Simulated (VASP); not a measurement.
# PbS (I4mm) in VASP: single point with PBE

Aim: the single point of PbS with PBE.

All numbers are computed with VASP 6.6.1; they aren't measurements. Logs are shortened: lines on timing, memory, paths and dates and some standing lists are left out, and cuts for length are marked.

### 1 The cell of the first run

It takes space group I4mm (No. 107, tetragonal). Conventional cell: a = 4.249 Å, b = 4.249 Å, c = 6.009 Å, α = 90.00°, β = 90.00°, γ = 90.00°. Pb (site symmetry 4mm) has 6 S at 2.80 to 3.20 Å within 3.7 Å. S (site symmetry 4mm) has 6 Pb at 2.80 to 3.20 Å within 3.7 Å.

### 2 Single point, PBE (atom 1 (Pb) moved 0.2 Å along y)

Contents of INCAR:

```
SYSTEM = PbS
  PREC = Accurate
  ENCUT = 520
  EDIFF = 1E-7
  ISMEAR = 0
  SIGMA = 0.05
  LREAL = .False.
  LASPH = .True.
  NELM = 100
  ALGO = Normal
  ISIF = 2
  LWAVE = .False.
  LCHARG = .True.
  GGA = PE
  LELF = .True.
  LVHAR = .True.
  NBANDS = 17
```

Contents of KPOINTS:

```
Automatic mesh
0
Gamma
  10 10 10
  0 0 0
```

Contents of POSCAR:

```
PbS
1.0
    0.0000000000      3.0045318093      3.0045318093
    3.0045318093      0.0000000000      3.0045318093
    3.0045318093      3.0045318093      0.0000000000
Pb S
1 1
Direct
    0.5332830558      0.4667169442      0.5332830558
    0.0000000000      0.0000000000      0.0000000000
```

Potentials or basis: VASP PAW PBE potentials, release 64 (Pb_d, S).

Run with:

```console
$ cat potpaw_PBE.64/Pb_d/POTCAR potpaw_PBE.64/S/POTCAR > POTCAR
$ mpirun -np 1 vasp_std > vasp.out
```

OUTCAR:

```text
SYSTEM = PbS
   PREC = Accurate
   ENCUT = 520
   EDIFF = 1E-7
   ISMEAR = 0
   LREAL = .False.
   LASPH = .True.
   NELM = 100
   ISIF = 2
   GGA = PE

 ion  position               nearest neighbor table
   1  0.533  0.467  0.533-   2 2.80   2 3.01   2 3.01   2 3.01   2 3.01   2 3.20
   2  0.000  0.000  0.000-   1 2.80   1 3.01   1 3.01   1 3.01   1 3.01   1 3.20

  LATTYP: Found a face centered cubic cell.
 ALAT       =     6.0090636186

  Lattice vectors:

 A1 = (   0.0000000000,   3.0045318093,   3.0045318093)
 A2 = (   3.0045318093,   0.0000000000,   3.0045318093)
 A3 = (   3.0045318093,   3.0045318093,   0.0000000000)

Analysis of symmetry for initial positions (statically):
=====================================================================
 Subroutine PRICEL returns:
 Original cell was already a primitive cell.

 Routine SETGRP: Setting up the symmetry group for a
 face centered cubic supercell.

 Subroutine GETGRP returns: Found  8 space group operations
 (whereof  8 operations were pure point group operations)
 out of a pool of 48 trial point group operations.

The static configuration has the point symmetry C_4v.

Analysis of symmetry for dynamics (positions and initial velocities):
=====================================================================
 Subroutine PRICEL returns:
 Original cell was already a primitive cell.

 Routine SETGRP: Setting up the symmetry group for a
 face centered cubic supercell.

 Subroutine GETGRP returns: Found  8 space group operations
 (whereof  8 operations were pure point group operations)
 out of a pool of 48 trial point group operations.

The dynamic configuration has the point symmetry C_4v.

 Subroutine INISYM returns: Found  8 space group operations
 (whereof  8 operations are pure point group operations),
 and found     1 'primitive' translations

----------------------------------------------------------------------------------------

                                     Primitive cell

  volume of cell :      54.2451

  direct lattice vectors                    reciprocal lattice vectors
     0.000000000  3.004531809  3.004531809    -0.166415279  0.166415279  0.166415279
     3.004531809  0.000000000  3.004531809     0.166415279 -0.166415279  0.166415279
     3.004531809  3.004531809  0.000000000     0.166415279  0.166415279 -0.166415279

  length of vectors
     4.249049633  4.249049633  4.249049633     0.288239719  0.288239719  0.288239719

  position of ions in fractional coordinates (direct lattice)
     0.533283056  0.466716944  0.533283056
     0.000000000  0.000000000  0.000000000

  ion indices of the primitive-cell ions
   primitive index   ion index
                 1           1
                 2           2

----------------------------------------------------------------------------------------

 KPOINTS: Automatic mesh

Automatic generation of k-mesh.
 Grid dimensions read from file:
 generate k-points for:   10   10   10

 Generating k-lattice:

  Cartesian coordinates                     Fractional coordinates (reciprocal lattice)
    -0.016641528  0.016641528  0.016641528     0.100000000  0.000000000  0.000000000
     0.016641528 -0.016641528  0.016641528     0.000000000  0.100000000  0.000000000
     0.016641528  0.016641528 -0.016641528     0.000000000  0.000000000  0.100000000

  Length of vectors
     0.028823972  0.028823972  0.028823972

  Shift w.r.t. Gamma in fractional coordinates (k-lattice)
     0.000000000  0.000000000  0.000000000

 Subroutine IBZKPT returns following result:
 ===========================================

 Found    102 irreducible k-points:

 Following reciprocal coordinates:
            Coordinates               Weight
  0.000000  0.000000  0.000000      1.000000
  0.100000  0.000000  0.000000      8.000000
  0.200000  0.000000  0.000000      8.000000
  0.300000  0.000000  0.000000      8.000000
  0.400000  0.000000  0.000000      8.000000
  0.500000  0.000000  0.000000      4.000000
[... 16 lines left out ...]
 -0.100000  0.100000  0.000000      8.000000
  0.100000  0.000000 -0.100000      4.000000
 [... further k-points ...]
   k-points           NKPTS =    102   k-points in BZ     NKDIM =    102   number of bands    NBANDS=     17
   number of dos      NEDOS =    301   number of ions     NIONS =      2
   total plane-waves  NPLWV =  32768
   dimension x,y,z NGX =    32 NGY =   32 NGZ =   32
   dimension x,y,z NGXF=    64 NGYF=   64 NGZF=   64
   ions per type =               1   1
   NGX,Y,Z   is equivalent  to a cutoff of  12.52, 12.52, 12.52 a.u.
   NGXF,Y,Z  is equivalent  to a cutoff of  25.04, 25.04, 25.04 a.u.
 SYSTEM =  PbS
   PREC   = accura    normal or accurate (medium, high low for compatibility)
   ISTART =      0    job   : 0-new  1-cont  2-samecut
   ICHARG =      2    charge: 1-file 2-atom 10-const
   ISPIN  =      1    spin polarized calculation?
   LNONCOLLINEAR =      F non collinear calculations
   LSORBIT =      F    spin-orbit coupling
   LASPH  =      T    aspherical Exc in radial PAW
   ENCUT  =  520.0 eV  38.22 Ry    6.18 a.u.   7.90  7.90  7.90*2*pi/ulx,y,z
   NELM   =    100;   NELMIN=  2; NELMDL= -5     # of ELM steps
   EDIFF  = 0.1E-06   stopping-criterion for ELM
   LREAL  =      F    real-space projection
   EDIFFG = 0.1E-05   stopping-criterion for IOM
   NSW    =      0    number of steps for IOM
   IBRION =     -1    ionic relax: 0-MD 1-quasi-New 2-CG
   NFREE  =      0    steps in history (QN), initial steepest desc. (CG)
   ISIF   =      2    stress and relaxation
   ISYM   =      2    0-nonsym 1-usesym 2-fastsym
   POTIM  = 0.5000    time-step for ionic-motion
   TEBEG  =    0.0;   TEEND  =   0.0 temperature during run
   PSTRESS=    0.0 pullay stress
   NELECT =      20.0000    total number of electrons
   NUPDOWN=      -1.0000    fix difference up-down
   EMIN   =  10.00;   EMAX   =-10.00  energy-range for DOS
   EFERMI =   0.00;   METHOD = LEGACY
   ISMEAR =     0;   SIGMA  =   0.05  broadening in eV -4-tet -1-fermi 0-gaus
   EFERMI_NEDOS =   21; number of points for ismear=-14 and -15
   IALGO  =     38    algorithm
   IMIX   =      4    mixing-type and parameters
     AMIX     =   0.40;   BMIX     =  1.00
     AMIX_MAG =   1.60;   BMIX_MAG =  1.00
  volume/ion in A,a.u.               =      27.12       183.03
  Fermi-wavevector in a.u.,A,eV,Ry     =   1.173901  2.218351 18.749411  1.378043
  Thomas-Fermi vector in A             =   2.310306
   LORBIT       =      0    0 simple, 1 ext, 2 COOP (PROOUT), +10 PAW based schemes
   GGA     = PE    functional components
   LHFCALC =     F    Hartree Fock is set to
   AEXX    =    0.0000 exact exchange contribution
   IVDW    =     0    specifies the selected vdW correction
   LEPSILON=     F    determine dielectric tensor
   LRPA    =     F    only Hartree local field effects (RPA)
 non-spin polarized calculation
 Gauss-broadening in eV      SIGMA  =   0.05
  energy-cutoff  :      520.00
  volume of cell :       54.25
 maximum number of plane-waves:      1476
   NGX = 15   NGY = 15   NGZ = 15

 number of electron      20.0000003 magnetization

 Free energy of the ion-electron system (eV)
  ---------------------------------------------------
  ext. energy  EPLUGINS =         0.00000000
  ---------------------------------------------------
  free energy    TOTEN  =        -8.76111274 eV

  energy without entropy =       -8.76111274  energy(sigma->0) =       -8.76111274

 E-fermi :   5.4499     XC(G=0):  -9.4911

 val. band max:        5.1573337193   @ k =   0.5000   0.0000   0.0000
 cond. band min:       5.9322097541   @ k =   0.5000   0.0000   0.0000
 fundamental gap:      0.7748760348
 Fermi energy:         5.4499315776

 k-point     1 :       0.0000    0.0000    0.0000
  band No.  band energies     occupation
      1     -11.4308      2.00000
      2     -11.4208      2.00000
      3     -11.4208      2.00000
      4     -11.4131      2.00000
      5     -11.4100      2.00000
      6      -7.9819      2.00000
[... 9 lines left out ...]
     16      12.4045      0.00000
     17      14.0922      0.00000

 k-point     2 :       0.1000    0.0000    0.0000
  band No.  band energies     occupation
      1     -11.4293      2.00000
      2     -11.4201      2.00000
      3     -11.4195      2.00000
      4     -11.4130      2.00000
      5     -11.4109      2.00000
      6      -7.9012      2.00000
[... 9 lines left out ...]
     16      12.5203      0.00000
     17      14.8441      0.00000

 k-point     3 :       0.2000    0.0000    0.0000
  band No.  band energies     occupation
      1     -11.4284      2.00000
      2     -11.4238      2.00000
      3     -11.4216      2.00000
      4     -11.4069      2.00000
      5     -11.4049      2.00000
      6      -7.6708      2.00000
[... 9 lines left out ...]
     16      12.9836      0.00000
     17      16.2664      0.00000

 k-point     4 :       0.3000    0.0000    0.0000
  band No.  band energies     occupation
      1     -11.4341      2.00000
      2     -11.4312      2.00000
      3     -11.4222      2.00000
      4     -11.3966      2.00000
      5     -11.3929      2.00000
      6      -7.3338      2.00000
[... 9 lines left out ...]
     16      13.7852      0.00000
     17      17.4907      0.00000
[... 343 lines left out ...]
      1     -11.4310      2.00000
      2     -11.4263      2.00000
      3     -11.4188      2.00000
      4     -11.4057      2.00000
      5     -11.4017      2.00000
      6      -7.5018      2.00000
[... 9 lines left out ...]
     16      14.0706      0.00000
     17      15.6013      0.00000

 k-point    23 :      -0.1000    0.1000    0.0000
  band No.  band energies     occupation
      1     -11.4285      2.00000
      2     -11.4216      2.00000
      3     -11.4172      2.00000
      4     -11.4167      2.00000
      5     -11.4051      2.00000
      6      -7.7693      2.00000
[... 9 lines left out ...]
     16      13.1294      0.00000
     17      14.6883      0.00000

 k-point    24 :       0.1000    0.0000   -0.1000
  band No.  band energies     occupation
      1     -11.4266      2.00000
      2     -11.4203      2.00000
      3     -11.4198      2.00000
      4     -11.4146      2.00000
      5     -11.4080      2.00000
      6      -7.7706      2.00000
[... 9 lines left out ...]
     16      13.1701      0.00000
     17      14.7349      0.00000

 [... further k-points ...]

------------------------ aborting loop because EDIFF is reached ----------------------------------------

  FORCE on cell =-STRESS in cart. coord.  units (eV):
  Direction    XX          YY          ZZ          XY          YZ          ZX
  --------------------------------------------------------------------------------------
  -------------------------------------------------------------------------------------
  Total        0.0090746      0.4831420      0.0090746     -0.0000000      0.0000000      0.0000000
  in kB        0.2680264     14.2700316      0.2680264     -0.0000000      0.0000000      0.0000000
  external PRESSURE =       4.9353614 kB  Pullay stress =       0.0000000 kB

 VOLUME and BASIS-vectors are now :
 -----------------------------------------------------------------------------
  energy-cutoff  :      520.00
  volume of cell :       54.25
      direct lattice vectors                 reciprocal lattice vectors
     0.000000000  3.004531809  3.004531809    -0.166415279  0.166415279  0.166415279
     3.004531809  0.000000000  3.004531809     0.166415279 -0.166415279  0.166415279
     3.004531809  3.004531809  0.000000000     0.166415279  0.166415279 -0.166415279

 POSITION                                       TOTAL-FORCE (eV/Angst)
 -----------------------------------------------------------------------------------
      3.00453      3.20453      3.00453         0.000000     -0.130495      0.000000
      0.00000      0.00000      0.00000         0.000000      0.130495      0.000000
 -----------------------------------------------------------------------------------
    total drift:                               -0.000000     -0.000008     -0.000000

  FREE ENERGIE OF THE ION-ELECTRON SYSTEM (eV)
  ---------------------------------------------------
  free  energy   TOTEN  =        -8.7611127410 eV

  energy  without entropy=       -8.7611127410  energy(sigma->0) =       -8.76111274
```

Run time: 26 s. Hardware: 1 thread of Intel Xeon 6975P-C (Granite Rapids), shared host; peak memory 0.23 GiB.

What came out:

```yaml
Free_energy: -8.7611 eV
Pressure: 0.5 GPa
Largest_force: 0.130 eV/Å
Band_gap_on_the_k_mesh: 0.77 eV
```

Forces on the atoms (eV/Å):
```
Pb   0.000 -0.130  0.000
S    0.000  0.130  0.000
```

Stress tensor (GPa, compression positive):
```
0.03 0.00 0.00
0.00 1.43 0.00
0.00 0.00 0.03
```

Caveat: the cell differs from its parent crystal (atom 1 (Pb) moved 0.2 Å along y); spin-orbit coupling is left out, which moves the levels of the heavy elements. A k mesh can miss the band edges.
